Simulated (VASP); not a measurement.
# Ni2Ge (P6_3/mmc) in VASP: single point with r2SCAN

Aim: the single point of Ni2Ge with r2SCAN.

Program: VASP 6.6.1. These are calculated values, not measurements. Logs are shortened: lines on timing, memory, paths and dates and some standing lists are left out, and cuts for length are marked.

## Step 1: The cell of the first run

The structure is hexagonal, space group P6_3/mmc (No. 194). The conventional cell has a = 3.978 Å, b = 3.978 Å, c = 5.037 Å, α = 90.00°, β = 90.00°, γ = 120.00°. Ni (site symmetry -6m2) has 5 Ge at 2.30 to 2.52 Å and 6 Ni at 2.62 Å within 3.0 Å. Within 3.3 Å of Ni (site symmetry -3m) lie 8 Ni at 2.52 to 2.62 Å and 6 Ge at 2.62 Å. Within 3.0 Å of Ge (site symmetry -6m2) lie 11 Ni at 2.30 to 2.62 Å.

## Step 2: Single point, r2SCAN

POSCAR reads:

```
Ni2Ge
1.0
    3.9781405242      0.0000000000      0.0000000000
   -1.9890702621      3.4451707538      0.0000000000
    0.0000000000      0.0000000000      5.0373755611
Ni Ge
4 2
Direct
    0.6666666667      0.3333333333      0.2500000000
    0.3333333333      0.6666666667      0.7500000000
    0.0000000000      0.0000000000      0.0000000000
    0.0000000000      0.0000000000      0.5000000000
    0.6666666667      0.3333333333      0.7500000000
    0.3333333333      0.6666666667      0.2500000000
```

INCAR.step1 reads:

```
SYSTEM = Ni2Ge
PREC = Accurate ; ENCUT = 520
ISMEAR = 0 ; SIGMA = 0.1
LREAL = .False. ; LASPH = .True.
NELM = 100 ; NBANDS = 43
GGA = PE ; ALGO = Normal
EDIFF = 1E-4 ; LWAVE = .True.
LCHARG = .False.
```

INCAR.step2 reads:

```
SYSTEM = Ni2Ge
PREC = Accurate ; ENCUT = 520
EDIFF = 1E-6 ; ISMEAR = 0
SIGMA = 0.1 ; LREAL = .False.
LASPH = .True. ; NELM = 100
ALGO = Normal ; ISIF = 2
LWAVE = .False. ; LCHARG = .True.
METAGGA = R2SCAN ; LMIXTAU = .True.
LELF = .True. ; LVHAR = .True.
NBANDS = 43 ; ISTART = 1
```

KPOINTS reads:

```
regular mesh
0
Gamma
  12 12 8
  0 0 0
```

Potentials or basis: VASP PAW PBE potentials, release 64 (Ni, Ge_d).

Started as:

```bash
$ cat potpaw_PBE.64/Ni/POTCAR potpaw_PBE.64/Ge_d/POTCAR > POTCAR
$ cp INCAR.step1 INCAR
$ mpirun -np 1 vasp_std > vasp.out
$ cp INCAR.step2 INCAR
$ mpirun -np 1 vasp_std > vasp.out
```

OUTCAR:

```text
SYSTEM = Ni2Ge
   PREC = Accurate
   ENCUT = 520
   EDIFF = 1E-6
   ISMEAR = 0
   LREAL = .False.
   LASPH = .True.
   NELM = 100
   ISIF = 2
   METAGGA = R2SCAN
   ISTART = 1

 ion  position               nearest neighbor table
   1  0.667  0.333  0.250-   6 2.30   6 2.30   6 2.30   5 2.52   5 2.52   3 2.62   4 2.62   3 2.62
                             4 2.62   3 2.62   4 2.62
   2  0.333  0.667  0.750-   5 2.30   5 2.30   5 2.30   6 2.52   6 2.52   3 2.62   4 2.62   4 2.62
                             3 2.62   4 2.62   3 2.62
   3  0.000  0.000  0.000-   4 2.52   4 2.52   1 2.62   5 2.62   6 2.62   2 2.62   1 2.62   5 2.62
                             2 2.62   6 2.62   1 2.62   5 2.62   2 2.62   6 2.62
   4  0.000  0.000  0.500-   3 2.52   3 2.52   1 2.62   5 2.62   6 2.62   2 2.62   1 2.62   5 2.62
                             2 2.62   6 2.62   1 2.62   5 2.62   2 2.62   6 2.62
   5  0.667  0.333  0.750-   2 2.30   2 2.30   2 2.30   1 2.52   1 2.52   3 2.62   4 2.62   3 2.62
                             4 2.62   3 2.62   4 2.62
   6  0.333  0.667  0.250-   1 2.30   1 2.30   1 2.30   2 2.52   2 2.52   3 2.62   4 2.62   4 2.62
                             3 2.62   4 2.62   3 2.62

  LATTYP: Found a hexagonal cell.
 ALAT       =     3.9781405242
 C/A-ratio  =     1.2662638563

  Lattice vectors:

 A1 = (   3.9781405242,   0.0000000000,   0.0000000000)
 A2 = (  -1.9890702621,   3.4451707538,   0.0000000000)
 A3 = (   0.0000000000,   0.0000000000,   5.0373755611)

Analysis of symmetry for initial positions (statically):
=====================================================================
 Subroutine PRICEL returns:
 Original cell was already a primitive cell.

 Routine SETGRP: Setting up the symmetry group for a
 hexagonal supercell.

 Subroutine GETGRP returns: Found 24 space group operations
 (whereof 12 operations were pure point group operations)
 out of a pool of 24 trial point group operations.

The static configuration has the point symmetry D_3d.
 The point group associated with its full space group is D_6h.

Analysis of symmetry for dynamics (positions and initial velocities):
=====================================================================
 Subroutine PRICEL returns:
 Original cell was already a primitive cell.

 Routine SETGRP: Setting up the symmetry group for a
 hexagonal supercell.

 Subroutine GETGRP returns: Found 24 space group operations
 (whereof 12 operations were pure point group operations)
 out of a pool of 24 trial point group operations.

The dynamic configuration has the point symmetry D_3d.
 The point group associated with its full space group is D_6h.

 Subroutine INISYM returns: Found 24 space group operations
 (whereof 12 operations are pure point group operations),
 and found     1 'primitive' translations

----------------------------------------------------------------------------------------

                                     Primitive cell

  volume of cell :      69.0391

  direct lattice vectors                    reciprocal lattice vectors
     3.978140524  0.000000000  0.000000000     0.251373724  0.145130687  0.000000000
    -1.989070262  3.445170754  0.000000000     0.000000000  0.290261375  0.000000000
     0.000000000  0.000000000  5.037375561     0.000000000  0.000000000  0.198516070

  length of vectors
     3.978140524  3.978140524  5.037375561     0.290261375  0.290261375  0.198516070

  position of ions in fractional coordinates (direct lattice)
     0.666666667  0.333333333  0.250000000
     0.333333333  0.666666667  0.750000000
     0.000000000  0.000000000  0.000000000
     0.000000000  0.000000000  0.500000000
     0.666666667  0.333333333  0.750000000
     0.333333333  0.666666667  0.250000000

  ion indices of the primitive-cell ions
   primitive index   ion index
                 1           1
                 2           2
                 3           3
                 4           4
                 5           5
                 6           6

----------------------------------------------------------------------------------------

 KPOINTS: regular mesh

Automatic generation of k-mesh.
 Grid dimensions read from file:
 generate k-points for:   12   12    8

 Generating k-lattice:

  Cartesian coordinates                     Fractional coordinates (reciprocal lattice)
     0.020947810  0.012094224  0.000000000     0.083333333  0.000000000  0.000000000
     0.000000000  0.024188448  0.000000000     0.000000000  0.083333333  0.000000000
     0.000000000  0.000000000  0.024814509     0.000000000  0.000000000  0.125000000

  Length of vectors
     0.024188448  0.024188448  0.024814509

  Shift w.r.t. Gamma in fractional coordinates (k-lattice)
     0.000000000  0.000000000  0.000000000

 Subroutine IBZKPT returns following result:
 ===========================================

 Found     95 irreducible k-points:

 Following reciprocal coordinates:
            Coordinates               Weight
  0.000000  0.000000  0.000000      1.000000
  0.083333 -0.000000  0.000000      6.000000
  0.166667  0.000000  0.000000      6.000000
  0.250000  0.000000  0.000000      6.000000
  0.333333  0.000000  0.000000      6.000000
  0.416667  0.000000  0.000000      6.000000
[... 16 lines left out ...]
  0.250000  0.000000  0.125000     12.000000
  0.333333  0.000000  0.125000     12.000000
 [... further k-points ...]
   k-points           NKPTS =     95   k-points in BZ     NKDIM =     95   number of bands    NBANDS=     43
   number of dos      NEDOS =    301   number of ions     NIONS =      6
   total plane-waves  NPLWV =  36000
   dimension x,y,z NGX =    30 NGY =   30 NGZ =   40
   dimension x,y,z NGXF=    60 NGYF=   60 NGZF=   80
   ions per type =               4   2
   NGX,Y,Z   is equivalent  to a cutoff of  12.54, 12.54, 13.20 a.u.
   NGXF,Y,Z  is equivalent  to a cutoff of  25.07, 25.07, 26.40 a.u.
 SYSTEM =  Ni2Ge
   PREC   = accura    normal or accurate (medium, high low for compatibility)
   ISTART =      1    job   : 0-new  1-cont  2-samecut
   ICHARG =      0    charge: 1-file 2-atom 10-const
   ISPIN  =      1    spin polarized calculation?
   LNONCOLLINEAR =      F non collinear calculations
   LSORBIT =      F    spin-orbit coupling
   LASPH  =      T    aspherical Exc in radial PAW
   ENCUT  =  520.0 eV  38.22 Ry    6.18 a.u.   7.40  7.40  9.37*2*pi/ulx,y,z
   NELM   =    100;   NELMIN=  2; NELMDL=  0     # of ELM steps
   EDIFF  = 0.1E-05   stopping-criterion for ELM
   LREAL  =      F    real-space projection
[... 7 lines left out ...]
   TEBEG  =    0.0;   TEEND  =   0.0 temperature during run
   PSTRESS=    0.0 pullay stress
   NELECT =      68.0000    total number of electrons
   NUPDOWN=      -1.0000    fix difference up-down
   EMIN   =  10.00;   EMAX   =-10.00  energy-range for DOS
   EFERMI =   0.00;   METHOD = LEGACY
   ISMEAR =     0;   SIGMA  =   0.10  broadening in eV -4-tet -1-fermi 0-gaus
   EFERMI_NEDOS =   21; number of points for ismear=-14 and -15
   IALGO  =     38    algorithm
   IMIX   =      4    mixing-type and parameters
     AMIX     =   0.40;   BMIX     =  1.00
     AMIX_MAG =   1.60;   BMIX_MAG =  1.00
  volume/ion in A,a.u.               =      11.51        77.65
  Fermi-wavevector in a.u.,A,eV,Ry     =   1.628844  3.078068 36.098048  2.653132
  Thomas-Fermi vector in A             =   2.721408
   LORBIT       =      0    0 simple, 1 ext, 2 COOP (PROOUT), +10 PAW based schemes
   METAGGA = R2SCAN    functional components
   LHFCALC =     F    Hartree Fock is set to
   AEXX    =    0.0000 exact exchange contribution
   IVDW    =     0    specifies the selected vdW correction
   LEPSILON=     F    determine dielectric tensor
   LRPA    =     F    only Hartree local field effects (RPA)
 non-spin polarized calculation
 Gauss-broadening in eV      SIGMA  =   0.10
  energy-cutoff  :      520.00
  volume of cell :       69.04
 maximum number of plane-waves:      1890
 NGX is ok and might be reduce to    30
   NGX = 15   NGY = 15   NGZ = 19

 number of electron      68.0000036 magnetization

 Free energy of the ion-electron system (eV)
  ---------------------------------------------------
  ext. energy  EPLUGINS =         0.00000000
  ---------------------------------------------------
  free energy    TOTEN  =       -77.02966407 eV

  energy without entropy =      -77.01131280  energy(sigma->0) =      -77.02048844

 E-fermi :  10.1762     XC(G=0): -14.5660

 val. band max:       10.1701747064   @ k =   0.1667   0.0000   0.0000
 cond. band min:      10.1774040836   @ k =   0.2500   0.0000   0.3750
 fundamental gap:      0.0072293772
 Fermi energy:        10.1762434806

 k-point     1 :       0.0000    0.0000    0.0000
  band No.  band energies     occupation
      1     -15.4267      2.00000
      2     -15.4169      2.00000
      3     -15.3951      2.00000
      4     -15.3951      2.00000
      5     -15.3604      2.00000
      6     -15.3603      2.00000
[... 35 lines left out ...]
     42      15.0444      0.00000
     43      19.3100      0.00000

 k-point     2 :       0.0833   -0.0000    0.0000
  band No.  band energies     occupation
      1     -15.4263      2.00000
      2     -15.4167      2.00000
      3     -15.3954      2.00000
      4     -15.3947      2.00000
      5     -15.3611      2.00000
      6     -15.3601      2.00000
[... 35 lines left out ...]
     42      15.7716      0.00000
     43      18.6622      0.00000

 k-point     3 :       0.1667    0.0000    0.0000
  band No.  band energies     occupation
      1     -15.4252      2.00000
      2     -15.4161      2.00000
      3     -15.3964      2.00000
      4     -15.3939      2.00000
      5     -15.3629      2.00000
      6     -15.3615      2.00000
[... 35 lines left out ...]
     42      17.4463      0.00000
     43      17.7145      0.00000

 k-point     4 :       0.2500    0.0000    0.0000
  band No.  band energies     occupation
      1     -15.4236      2.00000
      2     -15.4155      2.00000
      3     -15.3976      2.00000
      4     -15.3930      2.00000
      5     -15.3652      2.00000
      6     -15.3636      2.00000
[... 863 lines left out ...]
     42      17.1694      0.00000
     43      17.6284      0.00000

 k-point    23 :       0.2500    0.0000    0.1250
  band No.  band energies     occupation
      1     -15.4229      2.00000
      2     -15.4154      2.00000
      3     -15.3965      2.00000
      4     -15.3921      2.00000
      5     -15.3673      2.00000
      6     -15.3630      2.00000
[... 35 lines left out ...]
     42      17.4491      0.00000
     43      18.6003      0.00000

 k-point    24 :       0.3333    0.0000    0.1250
  band No.  band energies     occupation
      1     -15.4213      2.00000
      2     -15.4150      2.00000
      3     -15.3975      2.00000
      4     -15.3914      2.00000
      5     -15.3685      2.00000
      6     -15.3650      2.00000
[... 35 lines left out ...]
     42      18.0464      0.00000
     43      19.2573      0.00000

 [... further k-points ...]
[... 5 lines left out ...]
  --------------------------------------------------------------------------------------
  -------------------------------------------------------------------------------------
  Total        0.1066494      0.1066494      0.0428638     -0.0000000      0.0000000     -0.0000000
  in kB        2.4749924      2.4749924      0.9947319     -0.0000000      0.0000000     -0.0000000
  external PRESSURE =       1.9815722 kB  Pullay stress =       0.0000000 kB

 VOLUME and BASIS-vectors are now :
 -----------------------------------------------------------------------------
  energy-cutoff  :      520.00
  volume of cell :       69.04
      direct lattice vectors                 reciprocal lattice vectors
     3.978140524  0.000000000  0.000000000     0.251373724  0.145130687  0.000000000
    -1.989070262  3.445170754  0.000000000     0.000000000  0.290261375  0.000000000
     0.000000000  0.000000000  5.037375561     0.000000000  0.000000000  0.198516070

 POSITION                                       TOTAL-FORCE (eV/Angst)
 -----------------------------------------------------------------------------------
      1.98907      1.14839      1.25934        -0.000000      0.000000      0.000000
     -0.00000      2.29678      3.77803         0.000000     -0.000000      0.000000
      0.00000      0.00000      0.00000        -0.000000      0.000000      0.000000
      0.00000      0.00000      2.51869        -0.000000      0.000000      0.000000
      1.98907      1.14839      3.77803         0.000000     -0.000000      0.000000
     -0.00000      2.29678      1.25934        -0.000000      0.000000      0.000000
 -----------------------------------------------------------------------------------
    total drift:                                0.000000     -0.000000      0.000000

  FREE ENERGIE OF THE ION-ELECTRON SYSTEM (eV)
  ---------------------------------------------------
  free  energy   TOTEN  =       -77.0296640731 eV

  energy  without entropy=      -77.0113128007  energy(sigma->0) =      -77.02048844
```

Wall time 15 min (1 thread of Intel Xeon Platinum 8488C (Sapphire Rapids), shared host); peak memory 0.35 GiB.

What came out:

* Free energy: -77.0297 eV
* Pressure: 0.2 GPa
* Band gap on the k mesh: zero (bands 34 and 35 overlap by 3.09 eV)

Stress tensor (GPa, compression positive):
```
0.25 0.00 0.00
0.00 0.25 0.00
0.00 0.00 0.10
```

Caveat: the PAW data sets were made with another functional, which shifts forces and pressure a little.
